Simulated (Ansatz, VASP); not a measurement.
One calculation of H6C2O, two programs

```
C O H
1.0
     7.04192    0.00000    0.00000
     0.00000    7.04192    0.00000
     0.00000    0.00000    7.04192
C O H
8 4 24
Direct
  0.59853 0.02153 0.89006
  0.60140 0.14723 0.06634
  0.72279 0.49679 0.50371
  0.54937 0.62338 0.50639
  0.12933 0.19694 0.64114
  0.11462 0.08106 0.45984
  0.02528 0.52763 0.01009
  0.13822 0.70666 0.97414
  0.42681 0.25088 0.07630
  0.42504 0.56749 0.35341
  0.08383 0.88366 0.50477
  0.08710 0.84332 0.11892
  0.43701 0.34784 0.17628
  0.62037 0.05848 0.19500
  0.72401 0.24537 0.05876
  0.72770 0.93443 0.88308
  0.47515 0.92597 0.89150
  0.59099 0.10806 0.75999
  0.31949 0.65742 0.35181
  0.47384 0.61093 0.64282
  0.59154 0.77321 0.48808
  0.82267 0.54037 0.61505
  0.68383 0.34760 0.52828
  0.79559 0.50700 0.36631
  0.05740 0.82610 0.37954
  0.99495 0.13418 0.37320
  0.24554 0.09847 0.37458
  0.15090 0.34747 0.60491
  0.99765 0.18315 0.72437
  0.24959 0.15182 0.72994
  0.15579 0.96107 0.09440
  0.29165 0.67526 0.98346
  0.10830 0.76696 0.83235
  0.06970 0.41632 0.91094
  0.05143 0.47380 0.15428
  0.87189 0.55297 0.99338
```

Alike in both runs: functional PBE; dispersion D3(BJ); k mesh 1 × 1 × 1; occupations fermi-dirac, width 0.02 eV; no spin polarisation.

Ansatz relaxed the structure, and its values are those at the end. VASP's run is a single point on that final structure, the one shown.

|  | VASP | Ansatz |
| --- | --- | --- |
| version | VASP 6.6.1 | Ansatz 0.2.0 |
| potentials or method | VASP PAW PBE potentials, release 64 (C_h, O_h, H_h), cutoff 1000 eV | scalar-relativistic, plane waves, PAW |
| valence electrons in the cell | 80 | 80 |

```csv
,VASP,Ansatz,Ansatz less VASP
rms of the force components (eV/Å),0.060,0.061,+0.0009
```
